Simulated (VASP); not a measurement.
# BN (I-4m2) in VASP: notebook, part 2 of 2

VASP 6.6.1.

## Step 4: G0W0 quasiparticle levels, PBE

This run uses another cell than the first one, of 6.16 Å³/atom.

POSCAR reads:

```
BN
1.0
    0.0000000000      1.8589702290      1.7813838459
    1.8589702290      0.0000000000      1.7813838459
    1.8589702290      1.8589702290      0.0000000000
B N
1 1
Direct
    0.0000000000      0.0000000000      0.0000000000
    0.2500000000      0.2500000000      0.2500000000
```

INCAR.step1 reads:

```
SYSTEM = BN
PREC     = Accurate       ! precision mode
ENCUT    = 500            ! plane-wave cutoff, eV
EDIFF    = 1E-8           ! SCF threshold, eV
ISMEAR   = 0              ! smearing method
SIGMA    = 0.01           ! smearing width, eV
LREAL    = .False.        ! projectors in reciprocal space
LASPH    = .True.         ! aspherical terms in the spheres
NELM     = 80             ! most SCF steps
ALGO     = Normal         ! electronic algorithm
LWAVE    = .True.         ! write WAVECAR
LCHARG   = .False.        ! write CHGCAR
GGA      = PE             ! functional
```

INCAR.step2 reads:

```
SYSTEM = BN
PREC     = Accurate       ! precision mode
ENCUT    = 500            ! plane-wave cutoff, eV
EDIFF    = 1E-8           ! SCF threshold, eV
ISMEAR   = 0              ! smearing method
SIGMA    = 0.01           ! smearing width, eV
LREAL    = .False.        ! projectors in reciprocal space
LASPH    = .True.         ! aspherical terms in the spheres
NELM     = 1              ! most SCF steps
ALGO     = Exact          ! electronic algorithm
LWAVE    = .True.         ! write WAVECAR
LCHARG   = .False.        ! write CHGCAR
GGA      = PE             ! functional
NBANDS   = 55             ! bands
LOPTICS  = .True.         ! frequency-dependent dielectric function
ISTART   = 1
```

INCAR.step3 reads:

```
SYSTEM = BN
PREC     = Accurate       ! precision mode
ENCUT    = 500            ! plane-wave cutoff, eV
EDIFF    = 1E-8           ! SCF threshold, eV
ISMEAR   = 0              ! smearing method
SIGMA    = 0.01           ! smearing width, eV
LREAL    = .False.        ! projectors in reciprocal space
LASPH    = .True.         ! aspherical terms in the spheres
ALGO     = EVGW0          ! electronic algorithm
LWAVE    = .False.        ! write WAVECAR
LCHARG   = .False.        ! write CHGCAR
GGA      = PE             ! functional
NELMGW   = 1            
NBANDS   = 55             ! bands
ENCUTGW  = 150.0          ! cutoff of the response function
NOMEGA   = 96             ! frequency points
PRECFOCK = Fast         
ISTART   = 1            
NBANDSGW = 12           
OMEGAMAX = 30
```

KPOINTS reads:

```
regular mesh
0
Gamma
  6 6 6
  0 0 0
```

Potentials or basis: VASP PAW PBE potentials, release 64 (B_GW, N_GW).

The run is started by

```sh
> cat potpaw_PBE.64/B_GW/POTCAR potpaw_PBE.64/N_GW/POTCAR > POTCAR
> cp INCAR.step1 INCAR
> mpirun -np 1 vasp_std > vasp.out
> cp INCAR.step2 INCAR
> mpirun -np 1 vasp_std > vasp.out
> cp INCAR.step3 INCAR
> mpirun -np 1 vasp_std > vasp.out
```

OUTCAR:

```text
SYSTEM = BN
   PREC = Accurate
   ENCUT = 500
   EDIFF = 1E-8
   ISMEAR = 0
   LREAL = .False.
   LASPH = .True.
   GGA = PE
   NELMGW = 1
   ENCUTGW = 150.0
   PRECFOCK = Fast
   ISTART = 1

 ion  position               nearest neighbor table
   1  0.000  0.000  0.000-   2 1.59   2 1.59   2 1.59   2 1.59
   2  0.250  0.250  0.250-   1 1.59   1 1.59   1 1.59   1 1.59

  LATTYP: Found a body centered tetragonal cell.
 ALAT       =     2.6289809099
 C/A-ratio  =     1.3551896396

  Lattice vectors:

 A1 = (   0.0000000000,  -1.8589702290,  -1.7813838459)
 A2 = (   0.0000000000,   1.8589702290,  -1.7813838459)
 A3 = (   1.8589702290,   0.0000000000,   1.7813838459)

Analysis of symmetry for initial positions (statically):
=====================================================================
 Subroutine PRICEL returns:
 Original cell was already a primitive cell.

 Routine SETGRP: Setting up the symmetry group for a
 body centered tetragonal supercell.

 Subroutine GETGRP returns: Found  8 space group operations
 (whereof  8 operations were pure point group operations)
 out of a pool of 16 trial point group operations.

The static configuration has the point symmetry D_2d.

Analysis of symmetry for dynamics (positions and initial velocities):
=====================================================================
 Subroutine PRICEL returns:
 Original cell was already a primitive cell.

[... 123 lines left out ...]
   EFERMI_NEDOS =   21; number of points for ismear=-14 and -15
   IALGO  =     38    algorithm
   IMIX   =      4    mixing-type and parameters
     AMIX     =   0.40;   BMIX     =  1.00
     AMIX_MAG =   1.60;   BMIX_MAG =  1.00
  volume/ion in A,a.u.               =       6.16        41.54
  Fermi-wavevector in a.u.,A,eV,Ry     =   1.417949  2.679536 27.355604  2.010580
  Thomas-Fermi vector in A             =   2.539126
   LORBIT       =      0    0 simple, 1 ext, 2 COOP (PROOUT), +10 PAW based schemes
   GGA     = PE    functional components
   LHFCALC =     T    Hartree Fock is set to
   PRECFOCK=fast      Normal, Fast or Accurate (Low or Medium for compatibility)
   ENCUT4O =  -1.0   cutoff for four orbital integrals eV
   NKREDX  =     1    reduce k-point grid by
   NKREDY  =     1    reduce k-point grid by
   NKREDZ  =     1    reduce k-point grid by
   AEXX    =    1.0000 exact exchange contribution
   HFSCREEN=    0.0000 screening length (either q_TF or 0.3 A-1)
   HFSCREENC=   0.0000 screening length for correlation (either q_TF or 0.3 A-1)
   ENCUTFOCK=  -1.0 apply spherical cutoff to Coloumb kernel
   IVDW    =     0    specifies the selected vdW correction
   LEPSILON=     F    determine dielectric tensor
   LRPA    =     F    only Hartree local field effects (RPA)
   LRPAFORCE           =     F    calculate RPA forces
   ENCUTGW             = 150.0    cutoff for response function in eV
   ENCUTGWSOFT         = 120.0    soft cutoff for Coulomb kernel in GW response function in eV
   ENCUTLF             =  -1.0    cutoff for local field effects
   NELMGW              =     1    number of iterations in solving QP/BSE equation
   NELMHF              =     1    number of iterations in the inner HF iteration
   NKREDLFX            =     1    NKREDLFY  =   1   NKREDLFZ  =   1
 non-spin polarized calculation
 Gauss-broadening in eV      SIGMA  =   0.01
  energy-cutoff  :      500.00
  volume of cell :       12.31
 maximum number of plane-waves:       323
  NGX = 12; NGY = 12; NGZ = 12
   NGX =  9   NGY =  9   NGZ =  9
 maximum number of plane-waves:        59

 QP shifts <psi_nk| G(iteration)W_0 |psi_nk>: iteration 1
 for sc-GW calculations column KS-energies equals QP-energies in previous step
 and V_xc(KS)=  KS-energies - (<T + V_ion + V_H > + <T+V_H+V_ion>^1  + <V_x>^1)

 k-point   1 :       0.0000    0.0000    0.0000
  band No.  KS-energies  QP-energies   sigma(KS)   V_xc(KS)     V^pw_x(r,r')   Z            occupation Imag(sigma)

      1     -12.8071     -14.7056     -17.8245     -15.3914     -26.2857       0.7803       2.0000       1.3794
      2       6.8325       6.0810     -19.0314     -18.1173     -21.6824       0.8221       2.0000       0.0466
      3       6.8325       6.0810     -19.0314     -18.1173     -21.6824       0.8221       2.0000       0.0466
      4       7.2146       6.4842     -19.0845     -18.1951     -21.7434       0.8212       2.0000       0.0466
      5      15.3977      16.7078     -11.9681     -13.5478      -6.8076       0.8293       0.0000      -0.0669
      6      15.6958      17.0213     -12.0821     -13.6770      -6.9192       0.8311       0.0000      -0.0664
      7      15.6958      17.0213     -12.0821     -13.6770      -6.9192       0.8311       0.0000      -0.0664
      8      16.6258      17.7965     -13.9033     -15.3408      -8.4378       0.8143       0.0000      -0.0784
      9      30.9418      31.3582     -10.7512     -11.2807      -3.2666       0.7863       0.0000      -0.5065
     10      33.1864      34.3368     -11.6795     -13.0541      -5.3942       0.8369       0.0000      -0.4675
     11      34.1340      34.6724     -10.1723     -10.8225      -2.9856       0.8280       0.0000      -0.8716
     12      34.1340      34.6724     -10.1723     -10.8225      -2.9856       0.8280       0.0000      -0.8716
[... 356 lines left out ...]
      1      -8.0988      -9.5696     -18.8108     -16.8450     -26.3891       0.7482       2.0000       0.7047
      2      -1.0429      -2.5640     -17.4508     -15.4950     -22.0347       0.7778       2.0000       0.1188
      3       1.2941      -0.0079     -17.1339     -15.5058     -20.8434       0.7997       2.0000       0.0798
      4       3.0082       1.8599     -17.8041     -16.3814     -21.2404       0.8071       2.0000       0.0657
      5      13.3372      14.1928     -11.9293     -12.9469      -7.2487       0.8407       0.0000      -0.0593
      6      18.1202      19.2028     -12.2009     -13.5087      -6.8247       0.8277       0.0000      -0.0752
      7      22.1046      23.7368     -13.4265     -15.5175      -6.5939       0.7806       0.0000      -0.1452
      8      23.0903      24.7848     -13.6160     -15.8029      -6.5730       0.7749       0.0000      -0.1613
      9      26.1091      27.5607     -13.7024     -15.5816      -6.4783       0.7724       0.0000      -0.2388
     10      32.5908      33.8831     -11.8839     -13.5196      -3.9066       0.7901       0.0000      -0.7306
     11      36.6944      37.7587     -11.3806     -12.6742      -4.2061       0.8227       0.0000      -0.8444
     12      40.9340      41.8531     -10.7135     -11.8239      -3.1044       0.8277       0.0000      -1.1362

 [... further k-points ...]
```

Run time: 2.9 min. Hardware: 1 thread of Intel Xeon 8259CL, shared host; peak memory 0.26 GiB.

What came out:

| Item | Value |
| --- | --- |
| Quasiparticle gap | 5.14 eV |
| Least direct quasiparticle gap | 10.22 eV |
| Band gap of the starting levels on the mesh | 3.71 eV |
| Least direct gap of the starting levels on the mesh | 8.18 eV |

Caveat: the k points lie up to 0.50 Å⁻¹ apart; the cutoff is under 1.25 times the usual one of these potentials, so pressure, stress and relaxed cells hold a basis-set (Pulay) error; bands, screening cutoff and mesh are small and nothing is extrapolated, so the quasiparticle values aren't converged.
